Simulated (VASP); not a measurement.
# SiC (P6_3mc) in VASP: a series of runs, part 3 of 3

VASP 6.6.1. The steps go on from the part before.

### 5 Electric field gradients, r2SCAN

Input file POSCAR:

```
SiC
1.0
    3.0950000000      0.0000000000      0.0000000000
   -1.5475000000      2.6803486247      0.0000000000
    0.0000000000      0.0000000000     15.1700000000
Si C
6 6
Direct
    0.0000000000      0.0000000000      0.1250484249
    0.0000000000      0.0000000000      0.6250484249
    0.3333333333      0.6666666667      0.2918257749
    0.6666666667      0.3333333333      0.7918257749
    0.3333333333      0.6666666667      0.9583152732
    0.6666666667      0.3333333333      0.4583152732
    0.0000000000      0.0000000000     -0.0003283977
    0.0000000000      0.0000000000      0.4996716023
    0.3333333333      0.6666666667      0.1668332769
    0.6666666667      0.3333333333      0.6668332769
    0.3333333333      0.6666666667      0.8333056478
    0.6666666667      0.3333333333      0.3333056478
```

Input file INCAR.step1:

```
SYSTEM = SiC
PREC = Accurate
ENCUT = 520
ISMEAR = -1
SIGMA = 0.02
LREAL = .False.
LASPH = .True.
NELM = 100
NBANDS = 36
GGA = PE
ALGO = Normal
EDIFF = 1E-4
LWAVE = .True.
LCHARG = .False.
```

Input file INCAR.step2:

```
SYSTEM = SiC
PREC = Accurate
ENCUT = 520
EDIFF = 1E-8
ISMEAR = -1
SIGMA = 0.02
LREAL = .False.
LASPH = .True.
NELM = 100
ALGO = Normal
ISIF = 2
LWAVE = .False.
LCHARG = .False.
METAGGA = R2SCAN
LMIXTAU = .True.
LEFG = .True.
NBANDS = 36
ISTART = 1
```

Input file KPOINTS:

```
regular mesh
0
Gamma
  10 10 2
  0 0 0
```

Potentials or basis: VASP PAW PBE potentials, release 64 (Si, C).

Run with:

```bash
> cat potpaw_PBE.64/Si/POTCAR potpaw_PBE.64/C/POTCAR > POTCAR
> cp INCAR.step1 INCAR
> mpirun -np 1 vasp_std > vasp.out
> cp INCAR.step2 INCAR
> mpirun -np 1 vasp_std > vasp.out
```

OUTCAR:

```text
SYSTEM = SiC
   PREC = Accurate
   ENCUT = 520
   EDIFF = 1E-8
   ISMEAR = -1
   LREAL = .False.
   LASPH = .True.
   NELM = 100
   ISIF = 2
   METAGGA = R2SCAN
   ISTART = 1

 ion  position               nearest neighbor table
   1  0.000  0.000  0.125-   9 1.90   9 1.90   9 1.90   7 1.90   5 3.10   5 3.10   5 3.10   3 3.10
                             3 3.10   3 3.10
   2  0.000  0.000  0.625-  10 1.90  10 1.90  10 1.90   8 1.90   6 3.10   6 3.10   6 3.10   4 3.10
                             4 3.10   4 3.10
   3  0.333  0.667  0.292-  12 1.89  12 1.89  12 1.89   9 1.90   6 3.09   6 3.09   6 3.09   1 3.10
                             1 3.10   1 3.10
   4  0.667  0.333  0.792-  11 1.89  11 1.89  11 1.89  10 1.90   5 3.09   5 3.09   5 3.09   2 3.10
                             2 3.10   2 3.10
   5  0.333  0.667  0.958-   7 1.89   7 1.89   7 1.89  11 1.90   4 3.09   4 3.09   4 3.09   1 3.10
                             1 3.10   1 3.10
   6  0.667  0.333  0.458-   8 1.89   8 1.89   8 1.89  12 1.90   3 3.09   3 3.09   3 3.09   2 3.10
                             2 3.10   2 3.10
   7  0.000  0.000  1.000-   5 1.89   5 1.89   5 1.89   1 1.90
   8  0.000  0.000  0.500-   6 1.89   6 1.89   6 1.89   2 1.90
   9  0.333  0.667  0.167-   1 1.90   1 1.90   1 1.90   3 1.90
  10  0.667  0.333  0.667-   2 1.90   2 1.90   2 1.90   4 1.90
  11  0.333  0.667  0.833-   4 1.89   4 1.89   4 1.89   5 1.90
  12  0.667  0.333  0.333-   3 1.89   3 1.89   3 1.89   6 1.90

  LATTYP: Found a hexagonal cell.
 ALAT       =     3.0950000000
 C/A-ratio  =     4.9014539580

  Lattice vectors:

 A1 = (   3.0950000000,   0.0000000000,   0.0000000000)
 A2 = (  -1.5475000000,   2.6803486247,   0.0000000000)
 A3 = (   0.0000000000,   0.0000000000,  15.1700000000)

Analysis of symmetry for initial positions (statically):
=====================================================================
 Subroutine PRICEL returns:
 Original cell was already a primitive cell.

 Routine SETGRP: Setting up the symmetry group for a
 hexagonal supercell.

 Subroutine GETGRP returns: Found 12 space group operations
 (whereof  6 operations were pure point group operations)
[... 1160 lines left out ...]
     -0.00000      1.78690      2.53086         0.000000      0.000000     -0.002204
      1.54750      0.89345     10.11586        -0.000000     -0.000000     -0.002204
     -0.00000      1.78690     12.64125         0.000000     -0.000000     -0.004781
      1.54750      0.89345      5.05625        -0.000000      0.000000     -0.004781
 -----------------------------------------------------------------------------------
    total drift:                                0.000000      0.000000     -0.002393

  FREE ENERGIE OF THE ION-ELECTRON SYSTEM (eV)
  ---------------------------------------------------
  free  energy   TOTEN  =      -115.9432162352 eV

  energy  without entropy=     -115.9432162352  energy(sigma->0) =     -115.94321624

 Electric field gradients (V/A^2)
---------------------------------------------------------------------
 ion       V_xx      V_yy      V_zz      V_xy      V_xz      V_yz
---------------------------------------------------------------------
   1       0.386     0.386    -0.772    -0.000     0.000    -0.000
   2       0.386     0.386    -0.772    -0.000    -0.000     0.000
   3      -0.808    -0.808     1.617    -0.000     0.000    -0.000
   4      -0.808    -0.808     1.617    -0.000    -0.000     0.000
   5      -1.195    -1.196     2.391    -0.000    -0.000     0.000
   6      -1.195    -1.196     2.391    -0.000     0.000    -0.000
   7      -0.972    -0.972     1.944    -0.000    -0.000     0.000
   8      -0.972    -0.972     1.944    -0.000     0.000    -0.000
   9      -0.121    -0.122     0.243    -0.000     0.000    -0.000
  10      -0.121    -0.122     0.243    -0.000    -0.000     0.000
  11       0.013     0.013    -0.026    -0.000    -0.000     0.000
  12       0.013     0.013    -0.026    -0.000     0.000    -0.000
---------------------------------------------------------------------

 Electric field gradients after diagonalization (V/A^2)
 (convention: |V_zz| > |V_xx| > |V_yy|)
----------------------------------------------------------------------
 ion       V_xx      V_yy      V_zz     asymmetry (V_yy - V_xx)/ V_zz
----------------------------------------------------------------------
   1       0.386     0.386    -0.772       0.000
   2       0.386     0.386    -0.772       0.000
   3      -0.808    -0.808     1.617       0.000
   4      -0.808    -0.808     1.617       0.000
   5      -1.196    -1.195     2.391       0.000
   6      -1.196    -1.195     2.391       0.000
   7      -0.972    -0.972     1.944       0.000
   8      -0.972    -0.972     1.944       0.000
   9      -0.122    -0.121     0.243       0.002
  10      -0.122    -0.121     0.243       0.002
  11       0.013     0.013    -0.026       0.022
  12       0.013     0.013    -0.026       0.022
----------------------------------------------------------------------

           NMR quadrupolar parameters

 Cq : quadrupolar parameter    Cq=e*Q*V_zz/h
 eta: asymmetry parameters     (V_yy - V_xx)/ V_zz
 Q  : nuclear electric quadrupole moment in mb (millibarn)
----------------------------------------------------------------------
 ion       Cq(MHz)       eta       Q (mb)
----------------------------------------------------------------------
   1      -0.002       0.000       1.000
   2      -0.002       0.000       1.000
   3       0.004       0.000       1.000
   4       0.004       0.000       1.000
   5       0.006       0.000       1.000
   6       0.006       0.000       1.000
   7       0.005       0.000       1.000
   8       0.005       0.000       1.000
   9       0.001       0.002       1.000
  10       0.001       0.002       1.000
  11      -0.000       0.022       1.000
  12      -0.000       0.022       1.000
----------------------------------------------------------------------
```

Run time: 8.3 min. Hardware: 1 thread of AMD EPYC 9R45 (Zen 5), shared host; peak memory 0.29 GiB.

Results:

```yaml
Free_energy: -115.9432 eV
Pressure: -3.5 GPa
Largest_force: 0.008 eV/Å
Band_gap_on_the_k_mesh: 2.40 eV (least direct gap 3.55 eV)
Largest_electric_field_gradient_by_atom: Si -0.8, +1.6, +2.4 (each value once); C +1.9, +0.2, -0.0 (each value once) V/Å²
```

Forces on the atoms (eV/Å):
```
Si   0.000  0.000  0.008
Si   0.000  0.000  0.008
Si   0.000  0.000  0.005
Si   0.000  0.000  0.005
Si   0.000  0.000  0.000
Si   0.000  0.000  0.000
C    0.000  0.000 -0.005
C    0.000  0.000 -0.005
C    0.000  0.000 -0.002
C    0.000  0.000 -0.002
C    0.000  0.000 -0.005
C    0.000  0.000 -0.005
```

Stress tensor (GPa, compression positive):
```
-3.68  0.00  0.00
 0.00 -3.68  0.00
 0.00  0.00 -3.02
```

Electric field gradients, principal values (V/Å²):
| atom | least | middle | greatest (by size) |
| --- | --- | --- | --- |
| 1 Si | 0.386 | 0.386 | -0.772 |
| 2 Si | 0.386 | 0.386 | -0.772 |
| 3 Si | -0.808 | -0.808 | 1.617 |
| 4 Si | -0.808 | -0.808 | 1.617 |
| 5 Si | -1.195 | -1.196 | 2.391 |
| 6 Si | -1.195 | -1.196 | 2.391 |
| 7 C | -0.972 | -0.972 | 1.944 |
| 8 C | -0.972 | -0.972 | 1.944 |
| 9 C | -0.121 | -0.122 | 0.243 |
| 10 C | -0.121 | -0.122 | 0.243 |
| 11 C | 0.013 | 0.013 | -0.026 |
| 12 C | 0.013 | 0.013 | -0.026 |

Caveat: the cell stands under tension; without QUAD_EFG the Cq values of the log hold for a quadrupole moment of 1 mb, not for the nuclei; the PAW data sets were made with another functional, which shifts forces and pressure a little. A k mesh can miss the band edges.
